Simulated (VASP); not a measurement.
Ir:

```
CELL_PARAMETERS angstrom
0.00000 1.92696 1.92696
1.92696 0.00000 1.92696
1.92696 1.92696 0.00000
ATOMIC_POSITIONS crystal
Ir 0.00000 0.00000 0.00000
```

```yaml
Program: VASP 6.6.1
Task: relaxation of cell and atoms
Functional: PBEsol
Potentials_or_basis: VASP PAW PBE potentials, release 64 (Ir)
Cutoff: 600 eV
k_mesh: 18 × 18 × 18
Occupations: gaussian, width 0.1 eV
Spin: no spin polarisation
```

At the start: pressure -5.9 GPa; volume 14.31 Å³/atom.

**Question.** Where does the relaxation end?

**Answer.** Over 4 steps the energy falls by 4.2 meV/atom and the volume is 14.09 Å³/atom (-1.6 %); space group Fm-3m (No. 225, to 0.05 Å).

The path:
| step | energy change (eV) | largest force (eV/Å) | pressure (GPa) | volume (Å³) |
| --- | --- | --- | --- | --- |
| 1 | 0.0000 | 0.0000 | -5.89 | 14.31 |
| 2 | 0.0644 | 0.0000 | 27.92 | 13.25 |
| 3 | -0.0042 | 0.0000 | -0.16 | 14.09 |
| 4 | -0.0042 | 0.0000 | -0.01 | 14.09 |

Final structure:
```yaml
crystal:
  lattice:
    - [0.00000, 1.91690, 1.91690]
    - [1.91690, 0.00000, 1.91690]
    - [1.91690, 1.91690, 0.00000]
  atoms:
    - { symbol: Ir, position: [0.00000, 0.00000, 0.00000] }
```

Caveat: the PAW data sets were made with another functional, which shifts forces and pressure a little.
